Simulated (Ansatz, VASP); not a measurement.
**One calculation of Cu, two programs**

INCAR

```
SYSTEM = Cu
PREC = Accurate ; ENCUT = 520
EDIFF = 1E-8 ; ISMEAR = -1
SIGMA = 0.03 ; LREAL = .FALSE.
LASPH = .TRUE. ; NELM = 80
ALGO = Normal ; ISIF = 2
LWAVE = .FALSE. ; LCHARG = .FALSE.
GGA = PS ; LEFG = .TRUE.
NBANDS = 12
```

KPOINTS

```
Automatic mesh
0
G
  17 17 17
  0 0 0
```

POSCAR

```
Cu
1.0
    0.0000000000      1.7706018915      1.7706018915
    1.7706018915      0.0000000000      1.7706018915
    1.7706018915      1.7706018915      0.0000000000
Cu
1
Direct
    0.0000000000      0.0000000000      0.0000000000
```

Input for Ansatz:

```yaml
crystal:
  lattice:
    - [0.0, 1.7706018915, 1.7706018915]
    - [1.7706018915, 0.0, 1.7706018915]
    - [1.7706018915, 1.7706018915, 0.0]
  atoms:
    - { symbol: Cu, position: [0.0, 0.0, 0.0] }
kpoints:
  mp_grid: { grid: [17, 17, 17] }
scf:
  occupations: { method: fermi_dirac, width: 0.03 }
hamiltonian:
  xc: pbesol
  pseudopotentials: { kind: all_electron, datasets: crystal }
output:
  forces: true
  stress: true
  eigenvalues: true
  efg: { contact_densities: true }
```

Change from the starting cell: volume scaled by 0.94, crystal datasets.

Alike in both runs: task electric field gradients; functional PBEsol; k mesh 17 × 17 × 17; occupations fermi-dirac, width 0.03 eV; no spin polarisation.

|  | VASP | Ansatz |
| --- | --- | --- |
| version | VASP 6.6.1 | Ansatz 0.2.0 |
| potentials or method | VASP PAW PBE potentials, release 64 (Cu), cutoff 520 eV | all-electron PAW with datasets made for the crystal, scalar-relativistic |

Ansatz gave:

```
pressure (GPa) : 3.2
```

**Question.** What did VASP give for the same quantities?

**Answer.** Pressure (GPa): 3.8.

VASP's potentials were made for PBE, not for PBEsol. Ansatz ran all-electron here, and VASP with PAW potentials.
